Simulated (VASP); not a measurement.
# LiY3 (I4/mmm) in VASP: notebook, part 2 of 2

VASP 6.6.1. Earlier steps stand in the parts before.

## 4. Single point, PBE

This run uses another cell than the first one, of 29.55 Å³/atom.

File INCAR:

```
SYSTEM = LiY3
PREC = Accurate ; ENCUT = 520
EDIFF = 1E-6 ; ISMEAR = -1
SIGMA = 0.05 ; LREAL = .False.
LASPH = .True. ; NELM = 60
ALGO = Normal ; ISIF = 2
LWAVE = .False. ; LCHARG = .False.
GGA = PE ; NBANDS = 26
```

File KPOINTS:

```
Automatic mesh
0
Gamma
  7 7 7
  0 0 0
```

File POSCAR:

```
LiY3
1.0
   -2.3671900000      2.3671900000      5.2733765700
    2.3671900000     -2.3671900000      5.2733765700
    2.3671900000      2.3671900000     -5.2733765700
Y Li
3 1
Direct
    0.5000000000      0.5000000000      0.0000000000
    0.2500000000      0.7500000000      0.5000000000
    0.7500000000      0.2500000000      0.5000000000
    0.0000000000      0.0000000000      0.0000000000
```

Potentials or basis: VASP PAW PBE potentials, release 64 (Y_sv, Li_sv).

The run is started by

```console
$ cat potpaw_PBE.64/Y_sv/POTCAR potpaw_PBE.64/Li_sv/POTCAR > POTCAR
$ mpirun -np 1 vasp_std > vasp.out
```

OUTCAR:

```text
SYSTEM = LiY3
   PREC = Accurate
   ENCUT = 520
   EDIFF = 1E-6
   ISMEAR = -1
   LREAL = .False.
   LASPH = .True.
   NELM = 60
   ISIF = 2
   GGA = PE

 ion  position               nearest neighbor table
   1  0.500  0.500  0.000-   4 3.35   4 3.35   4 3.35   4 3.35   3 3.54   2 3.54   3 3.54   3 3.54
                             2 3.54   2 3.54   3 3.54   2 3.54
   2  0.250  0.750  0.500-   3 3.35   3 3.35   3 3.35   3 3.35   1 3.54   1 3.54   1 3.54   1 3.54

   3  0.750  0.250  0.500-   2 3.35   2 3.35   2 3.35   2 3.35   1 3.54   1 3.54   1 3.54   1 3.54

   4  0.000  0.000  0.000-   1 3.35   1 3.35   1 3.35   1 3.35

  LATTYP: Found a body centered tetragonal cell.
 ALAT       =     4.7343800000
 C/A-ratio  =     2.2276946802

  Lattice vectors:

 A1 = (  -2.3671900000,   2.3671900000,   5.2733765700)
 A2 = (   2.3671900000,  -2.3671900000,   5.2733765700)
 A3 = (   2.3671900000,   2.3671900000,  -5.2733765700)

Analysis of symmetry for initial positions (statically):
=====================================================================
 Subroutine PRICEL returns:
 Original cell was already a primitive cell.

 Routine SETGRP: Setting up the symmetry group for a
 body centered tetragonal supercell.

 Subroutine GETGRP returns: Found 16 space group operations
 (whereof 16 operations were pure point group operations)
 out of a pool of 16 trial point group operations.

The static configuration has the point symmetry D_4h.

Analysis of symmetry for dynamics (positions and initial velocities):
=====================================================================
 Subroutine PRICEL returns:
 Original cell was already a primitive cell.

 Routine SETGRP: Setting up the symmetry group for a
 body centered tetragonal supercell.

 Subroutine GETGRP returns: Found 16 space group operations
[... 123 lines left out ...]
   EFERMI_NEDOS =   21; number of points for ismear=-14 and -15
   IALGO  =     38    algorithm
   IMIX   =      4    mixing-type and parameters
     AMIX     =   0.40;   BMIX     =  1.00
     AMIX_MAG =   1.60;   BMIX_MAG =  1.00
  volume/ion in A,a.u.               =      29.55       199.41
  Fermi-wavevector in a.u.,A,eV,Ry     =   1.101465  2.081467 16.506927  1.213225
  Thomas-Fermi vector in A             =   2.237893
   LORBIT       =      0    0 simple, 1 ext, 2 COOP (PROOUT), +10 PAW based schemes
   GGA     = PE    functional components
   LHFCALC =     F    Hartree Fock is set to
   AEXX    =    0.0000 exact exchange contribution
   IVDW    =     0    specifies the selected vdW correction
   LEPSILON=     F    determine dielectric tensor
   LRPA    =     F    only Hartree local field effects (RPA)
 non-spin polarized calculation
  energy-cutoff  :      520.00
  volume of cell :      118.20
 maximum number of plane-waves:      3204
   NGX = 23   NGY = 23   NGZ = 23

 number of electron      35.9999998 magnetization

 Free energy of the ion-electron system (eV)
  ---------------------------------------------------
  ext. energy  EPLUGINS =         0.00000000
  ---------------------------------------------------
  free energy    TOTEN  =       -20.45371856 eV

  energy without entropy =      -20.39761380  energy(sigma->0) =      -20.42566618

 E-fermi :   2.5851     XC(G=0):  -9.0377

 val. band max:        2.5806952590   @ k =   0.2857   0.0000  -0.0000
 cond. band min:       2.5914616447   @ k =  -0.1429  -0.2857   0.1429
 fundamental gap:      0.0107663857
 Fermi energy:         2.5851020218

 k-point     1 :       0.0000    0.0000    0.0000
  band No.  band energies     occupation
      1     -43.1308      2.00000
      2     -40.2326      2.00000
      3     -40.1167      2.00000
      4     -40.0306      2.00000
      5     -20.3758      2.00000
      6     -20.3341      2.00000
[... 685 lines left out ...]
     25       5.3286      0.00000
     26       5.7790      0.00000

 [... further k-points ...]

------------------------ aborting loop because EDIFF is reached ----------------------------------------

  FORCE on cell =-STRESS in cart. coord.  units (eV):
  Direction    XX          YY          ZZ          XY          YZ          ZX
  --------------------------------------------------------------------------------------
  -------------------------------------------------------------------------------------
  Total        0.1870609      0.1870609      0.1863656      0.0000000     -0.0000000      0.0000000
  in kB        2.5355872      2.5355872      2.5261630      0.0000000     -0.0000000      0.0000000
  external PRESSURE =       2.5324458 kB  Pullay stress =       0.0000000 kB

 VOLUME and BASIS-vectors are now :
 -----------------------------------------------------------------------------
  energy-cutoff  :      520.00
  volume of cell :      118.20
      direct lattice vectors                 reciprocal lattice vectors
    -2.367190000  2.367190000  5.273376570     0.000000000  0.211220899  0.094815910
     2.367190000 -2.367190000  5.273376570     0.211220899  0.000000000  0.094815910
     2.367190000  2.367190000 -5.273376570     0.211220899  0.211220899  0.000000000

 POSITION                                       TOTAL-FORCE (eV/Angst)
 -----------------------------------------------------------------------------------
      0.00000      0.00000      5.27338        -0.000000      0.000000      0.000000
      2.36719      0.00000      2.63669        -0.000000     -0.000000      0.000000
      0.00000      2.36719      2.63669         0.000000     -0.000000     -0.000000
      0.00000      0.00000      0.00000        -0.000000      0.000000     -0.000000
 -----------------------------------------------------------------------------------
    total drift:                                0.000000     -0.000000      0.000000

  FREE ENERGIE OF THE ION-ELECTRON SYSTEM (eV)
  ---------------------------------------------------
  free  energy   TOTEN  =       -20.4537185578 eV

  energy  without entropy=      -20.3976138011  energy(sigma->0) =      -20.42566618
```

OSZICAR:

```text
N       E                     dE             d eps       ncg     rms          rms(c)
DAV:   1     0.177055778776E+03    0.17706E+03   -0.16915E+04  2080   0.132E+03
DAV:   2    -0.234080222582E+01   -0.17940E+03   -0.17461E+03  2416   0.316E+02
DAV:   3    -0.203936329824E+02   -0.18053E+02   -0.17743E+02  3840   0.551E+01
DAV:   4    -0.213787995371E+02   -0.98517E+00   -0.98227E+00  2838   0.154E+01
DAV:   5    -0.214164016370E+02   -0.37602E-01   -0.37593E-01  3218   0.260E+00    0.360E+01
DAV:   6    -0.205344689014E+02    0.88193E+00   -0.16893E+00  2204   0.510E+00    0.225E+01
DAV:   7    -0.204953300379E+02    0.39139E-01   -0.21228E+00  3488   0.613E+00    0.277E+00
DAV:   8    -0.204583233982E+02    0.37007E-01   -0.36866E-01  2684   0.252E+00    0.119E+00
DAV:   9    -0.204535969412E+02    0.47265E-02   -0.49931E-02  2932   0.111E+00    0.459E-01
DAV:  10    -0.204537191314E+02   -0.12219E-03   -0.60881E-03  3274   0.405E-01    0.133E-01
DAV:  11    -0.204537151580E+02    0.39734E-05   -0.46501E-04  2854   0.129E-01    0.334E-02
DAV:  12    -0.204537181578E+02   -0.29998E-05   -0.73039E-05  3424   0.472E-02    0.180E-02
DAV:  13    -0.204537185578E+02   -0.39996E-06   -0.42235E-06  2566   0.110E-02
   1 F= -.20453719E+02 E0= -.20425666E+02  d E =-.561048E-01
```

stdout:

```text
POSCAR found type information on POSCAR Y Li
 POSCAR found :  2 types and       4 ions
 scaLAPACK will be used
 LDA part: xc-table for (Slater+PW92), standard interpolation
 POSCAR, INCAR and KPOINTS ok, starting setup
 FFT: planning ... GRIDC
 FFT: planning ... GRID_SOFT
 FFT: planning ... GRID
 WAVECAR not read
 entering main loop
```

Run time: 1.9 min. Hardware: 1 thread of Intel Xeon 6975P-C (Granite Rapids), shared host; peak memory 0.39 GiB.

What came out:

```
Free energy            : -20.4537 eV
Band gap on the k mesh : zero (bands 18 and 19 overlap by 0.44 eV)
```

Caveat: the cutoff is under 1.25 times the usual one of these potentials, so pressure, stress and relaxed cells hold a basis-set (Pulay) error.

## 5. Single point, r2SCAN

This run uses another cell than the first one, of 29.85 Å³/atom.

File POSCAR:

```
LiY3
1.0
   -2.3671900000      2.3671900000      5.3266430000
    2.3671900000     -2.3671900000      5.3266430000
    2.3671900000      2.3671900000     -5.3266430000
Y Li
3 1
Direct
    0.5000000000      0.5000000000      0.0000000000
    0.2500000000      0.7500000000      0.5000000000
    0.7500000000      0.2500000000      0.5000000000
    0.0000000000      0.0000000000      0.0000000000
```

File INCAR.step1:

```
SYSTEM = LiY3
PREC = Accurate
ENCUT = 520
ISMEAR = -1
SIGMA = 0.05
LREAL = .FALSE.
LASPH = .TRUE.
NELM = 100
NBANDS = 26
GGA = PE
ALGO = Normal
EDIFF = 1E-4
LWAVE = .TRUE.
LCHARG = .FALSE.
```

File INCAR.step2:

```
SYSTEM = LiY3
PREC = Accurate
ENCUT = 520
EDIFF = 1E-6
ISMEAR = -1
SIGMA = 0.05
LREAL = .FALSE.
LASPH = .TRUE.
NELM = 100
ALGO = Normal
ISIF = 2
LWAVE = .FALSE.
LCHARG = .FALSE.
METAGGA = R2SCAN
LMIXTAU = .TRUE.
NBANDS = 26
ISTART = 1
```

File KPOINTS:

```
regular mesh
0
G
  8 8 8
  0 0 0
```

Potentials or basis: VASP PAW PBE potentials, release 64 (Y_sv, Li_sv).

The run is started by

```console
$ cat potpaw_PBE.64/Y_sv/POTCAR potpaw_PBE.64/Li_sv/POTCAR > POTCAR
$ cp INCAR.step1 INCAR
$ mpirun -np 1 vasp_std > vasp.out
$ cp INCAR.step2 INCAR
$ mpirun -np 1 vasp_std > vasp.out
```

OUTCAR:

```text
SYSTEM = LiY3
   PREC = Accurate
   ENCUT = 520
   EDIFF = 1E-6
   ISMEAR = -1
   LREAL = .FALSE.
   LASPH = .TRUE.
   NELM = 100
   ISIF = 2
   METAGGA = R2SCAN
   ISTART = 1

 ion  position               nearest neighbor table
   1  0.500  0.500  0.000-   4 3.35   4 3.35   4 3.35   4 3.35   3 3.56   2 3.56   3 3.56   3 3.56
                             2 3.56   2 3.56   3 3.56   2 3.56
   2  0.250  0.750  0.500-   3 3.35   3 3.35   3 3.35   3 3.35   1 3.56   1 3.56   1 3.56   1 3.56

   3  0.750  0.250  0.500-   2 3.35   2 3.35   2 3.35   2 3.35   1 3.56   1 3.56   1 3.56   1 3.56

   4  0.000  0.000  0.000-   1 3.35   1 3.35   1 3.35   1 3.35

  LATTYP: Found a body centered tetragonal cell.
 ALAT       =     4.7343800000
 C/A-ratio  =     2.2501966467

  Lattice vectors:

 A1 = (  -2.3671900000,   2.3671900000,   5.3266430000)
 A2 = (   2.3671900000,  -2.3671900000,   5.3266430000)
 A3 = (   2.3671900000,   2.3671900000,  -5.3266430000)

Analysis of symmetry for initial positions (statically):
=====================================================================
 Subroutine PRICEL returns:
 Original cell was already a primitive cell.

 Routine SETGRP: Setting up the symmetry group for a
 body centered tetragonal supercell.

 Subroutine GETGRP returns: Found 16 space group operations
 (whereof 16 operations were pure point group operations)
 out of a pool of 16 trial point group operations.

The static configuration has the point symmetry D_4h.

Analysis of symmetry for dynamics (positions and initial velocities):
=====================================================================
 Subroutine PRICEL returns:
 Original cell was already a primitive cell.

 Routine SETGRP: Setting up the symmetry group for a
 body centered tetragonal supercell.

 Subroutine GETGRP returns: Found 16 space group operations
[... 122 lines left out ...]
   ISMEAR =    -1;   SIGMA  =   0.05  broadening in eV -4-tet -1-fermi 0-gaus
   EFERMI_NEDOS =   21; number of points for ismear=-14 and -15
   IALGO  =     38    algorithm
   IMIX   =      4    mixing-type and parameters
     AMIX     =   0.40;   BMIX     =  1.00
     AMIX_MAG =   1.60;   BMIX_MAG =  1.00
  volume/ion in A,a.u.               =      29.85       201.43
  Fermi-wavevector in a.u.,A,eV,Ry     =   1.097781  2.074505 16.396697  1.205123
  Thomas-Fermi vector in A             =   2.234147
   LORBIT       =      0    0 simple, 1 ext, 2 COOP (PROOUT), +10 PAW based schemes
   METAGGA = R2SCAN    functional components
   LHFCALC =     F    Hartree Fock is set to
   AEXX    =    0.0000 exact exchange contribution
   IVDW    =     0    specifies the selected vdW correction
   LEPSILON=     F    determine dielectric tensor
   LRPA    =     F    only Hartree local field effects (RPA)
 non-spin polarized calculation
  energy-cutoff  :      520.00
  volume of cell :      119.39
 maximum number of plane-waves:      3234
   NGX = 23   NGY = 23   NGZ = 23

 number of electron      35.9999996 magnetization

 Free energy of the ion-electron system (eV)
  ---------------------------------------------------
  ext. energy  EPLUGINS =         0.00000000
  ---------------------------------------------------
  free energy    TOTEN  =       -62.35311182 eV

  energy without entropy =      -62.30437896  energy(sigma->0) =      -62.32874539

 E-fermi :   2.6142     XC(G=0):  -9.6189

 val. band max:        2.6073405573   @ k =   0.1250   0.1250   0.0000
 cond. band min:       2.6336757179   @ k =  -0.2500   0.1250   0.0000
 fundamental gap:      0.0263351606
 Fermi energy:         2.6142016878

 k-point     1 :       0.0000    0.0000    0.0000
  band No.  band energies     occupation
      1     -44.5393      2.00000
      2     -41.8044      2.00000
      3     -41.7154      2.00000
      4     -41.6306      2.00000
      5     -21.3019      2.00000
      6     -21.3019      2.00000
[... 685 lines left out ...]
     25       5.2087      0.00000
     26       5.8363      0.00000

 [... further k-points ...]

------------------------ aborting loop because EDIFF is reached ----------------------------------------

  FORCE on cell =-STRESS in cart. coord.  units (eV):
  Direction    XX          YY          ZZ          XY          YZ          ZX
  --------------------------------------------------------------------------------------
  -------------------------------------------------------------------------------------
  Total        0.1391097      0.1391097      1.0570693      0.0000000     -0.0000000      0.0000000
  in kB        1.8667587      1.8667587     14.1851601      0.0000000     -0.0000000      0.0000000
  external PRESSURE =       5.9728925 kB  Pullay stress =       0.0000000 kB

 VOLUME and BASIS-vectors are now :
 -----------------------------------------------------------------------------
  energy-cutoff  :      520.00
  volume of cell :      119.39
      direct lattice vectors                 reciprocal lattice vectors
    -2.367190000  2.367190000  5.326643000     0.000000000  0.211220899  0.093867751
     2.367190000 -2.367190000  5.326643000     0.211220899  0.000000000  0.093867751
     2.367190000  2.367190000 -5.326643000     0.211220899  0.211220899  0.000000000

 POSITION                                       TOTAL-FORCE (eV/Angst)
 -----------------------------------------------------------------------------------
      0.00000      0.00000      5.32664        -0.000000      0.000000     -0.000000
      2.36719      0.00000      2.66332        -0.000000     -0.000000      0.000000
      0.00000      2.36719      2.66332         0.000000     -0.000000     -0.000000
      0.00000      0.00000      0.00000        -0.000000      0.000000     -0.000000
 -----------------------------------------------------------------------------------
    total drift:                                0.000000     -0.000000      0.000000

  FREE ENERGIE OF THE ION-ELECTRON SYSTEM (eV)
  ---------------------------------------------------
  free  energy   TOTEN  =       -62.3531118220 eV

  energy  without entropy=      -62.3043789622  energy(sigma->0) =      -62.32874539
```

OSZICAR.step1:

```text
N       E                     dE             d eps       ncg     rms          rms(c)
DAV:   1     0.176367574097E+03    0.17637E+03   -0.16948E+04  3076   0.131E+03
DAV:   2    -0.244959629512E+01   -0.17882E+03   -0.17440E+03  3586   0.313E+02
DAV:   3    -0.204994339658E+02   -0.18050E+02   -0.17741E+02  5788   0.547E+01
DAV:   4    -0.213832059685E+02   -0.88377E+00   -0.88064E+00  4128   0.148E+01
DAV:   5    -0.214227086173E+02   -0.39503E-01   -0.39488E-01  4910   0.258E+00    0.361E+01
DAV:   6    -0.205376938989E+02    0.88501E+00   -0.16937E+00  3286   0.510E+00    0.224E+01
DAV:   7    -0.204920179539E+02    0.45676E-01   -0.21177E+00  5096   0.616E+00    0.275E+00
DAV:   8    -0.204562155999E+02    0.35802E-01   -0.35559E-01  4014   0.245E+00    0.119E+00
DAV:   9    -0.204514314620E+02    0.47841E-02   -0.49388E-02  4350   0.110E+00    0.457E-01
DAV:  10    -0.204515723917E+02   -0.14093E-03   -0.54167E-03  4876   0.376E-01    0.124E-01
DAV:  11    -0.204515684147E+02    0.39770E-05   -0.39317E-04  3614   0.121E-01
   1 F= -.20451568E+02 E0= -.20423434E+02  d E =-.562694E-01
```

It took 44 min on 1 thread of AMD EPYC 7R43 (Zen 3), shared host; peak memory 0.43 GiB.

What came out:

```
Free energy            : -62.3531 eV
Band gap on the k mesh : zero (bands 18 and 19 overlap by 0.41 eV)
```

Levels at points of the mesh, in eV from the Fermi level:
| k point | band 14 | band 15 | band 16 | band 17 | band 18 | band 19 | band 20 | band 21 | band 22 | band 23 |
| --- | --- | --- | --- | --- | --- | --- | --- | --- | --- | --- |
| (0.00, 0.00, 0.00) | -4.75 | -1.40 | -1.38 | -0.12 | 0.19 | 0.19 | 0.55 | 1.02 | 1.30 | 1.30 |
| (0.50, 0.00, 0.00) | -2.76 | -2.14 | -1.04 | -0.38 | -0.29 | 0.25 | 0.58 | 1.42 | 1.52 | 1.81 |
| (0.50, 0.50, 0.00) | -1.72 | -1.58 | -1.27 | -1.01 | -0.30 | 0.29 | 0.61 | 0.69 | 1.05 | 1.55 |
| (0.50, 0.50, 0.50) | -3.44 | -2.82 | -1.89 | -0.48 | -0.23 | -0.23 | 0.11 | 1.35 | 2.41 | 2.41 |

Caveat: the cutoff is under 1.25 times the usual one of these potentials, so pressure, stress and relaxed cells hold a basis-set (Pulay) error; the PAW data sets were made with another functional, which shifts forces and pressure a little.

## 6. Summary

```csv
level,cell,k mesh,gap on the mesh (eV)
r2SCAN,"a = 6.460 Å, angles 137.5, 137.5, 61.7°, 4 atoms",6 × 6 × 6,none
PBE,"a = 6.201 Å, angles 135.1, 135.1, 65.3°, 4 atoms",7 × 7 × 7,none
PBE,"a = 6.246 Å, angles 135.5, 135.5, 64.8°, 4 atoms",7 × 7 × 7,none
r2SCAN,"a = 6.291 Å, angles 135.8, 135.8, 64.3°, 4 atoms",8 × 8 × 8,none
```

Alike in all rows: task single point; potentials or basis VASP PAW PBE potentials, release 64 (Y_sv, Li_sv); no spin polarisation; cutoff (eV) 520; smearing fermi-dirac 0.05 eV.

Caveats: the cutoff is under 1.25 times the usual one of these potentials, so pressure, stress and relaxed cells hold a basis-set (Pulay) error; the PAW data sets were made with another functional, which shifts forces and pressure a little (at least some runs).

Total energies depend on the potentials used, so only differences within one code and one set of settings carry meaning.
